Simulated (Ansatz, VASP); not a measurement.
S in VASP and in Ansatz

The input INCAR:

```
SYSTEM = S
ALGO = Normal
EDIFF = 1E-6
ENCUT = 520
ISIF = 2
ISMEAR = -1
LASPH = .True.
LCHARG = .False.
LREAL = .False.
LWAVE = .False.
NBANDS = 13
NELM = 80
PREC = Accurate
SIGMA = 0.05
```

The input KPOINTS:

```
k-points
0
Gamma
  13 13 13
  0 0 0
```

Contents of POSCAR:

```
S
1.0
    0.0000000000      2.1587833266      2.1587833266
    2.1587833266      0.0000000000      2.1587833266
    2.1587833266      2.1587833266      0.0000000000
S
2
Direct
   -0.1250000000     -0.1250000000     -0.1250000000
    0.1250000000      0.1250000000      0.1250000000
```

Input for Ansatz:

```yaml
crystal:
  lattice:
    - [0.0, 2.1587833266, 2.1587833266]
    - [2.1587833266, 0.0, 2.1587833266]
    - [2.1587833266, 2.1587833266, 0.0]
  atoms:
    - { symbol: S, position: [-0.125, -0.125, -0.125] }
    - { symbol: S, position: [0.125, 0.125, 0.125] }
kpoints:
  mp_grid: { grid: [13, 13, 13] }
scf:
  occupations: { method: fermi_dirac, width: 0.05 }
hamiltonian:
  xc: lda
  pseudopotentials: { kind: paw }
output:
  forces: true
  stress: true
  eigenvalues: true
  populations: true
```

Change from the starting cell: volume scaled by 0.45, PAW files.

Alike in both runs: task single point; functional LDA; k mesh 13 × 13 × 13; occupations fermi-dirac, width 0.05 eV; no spin polarisation.

|  | VASP | Ansatz |
| --- | --- | --- |
| version | VASP 6.6.1 | Ansatz 0.2.0 |
| potentials or method | VASP PAW LDA potentials, release 64 (S) | PAW with Ansatz's default frozen-core files, scalar-relativistic |
| plane-wave cutoff (eV) | 520 | 420 |
| valence electrons in the cell | 12 | 12 |

|  | VASP | Ansatz | Ansatz less VASP |
| --- | --- | --- | --- |
| pressure (GPa) | 129.4 | 131.7 | +2.38 |

LDA's correlation is that of Perdew and Zunger in VASP and of Perdew and Wang (1992) in Ansatz. Both programs put the cell under a high pressure, so it lies far from rest at this level.

Noted on VASP's run: the cell as given lies far from equilibrium.
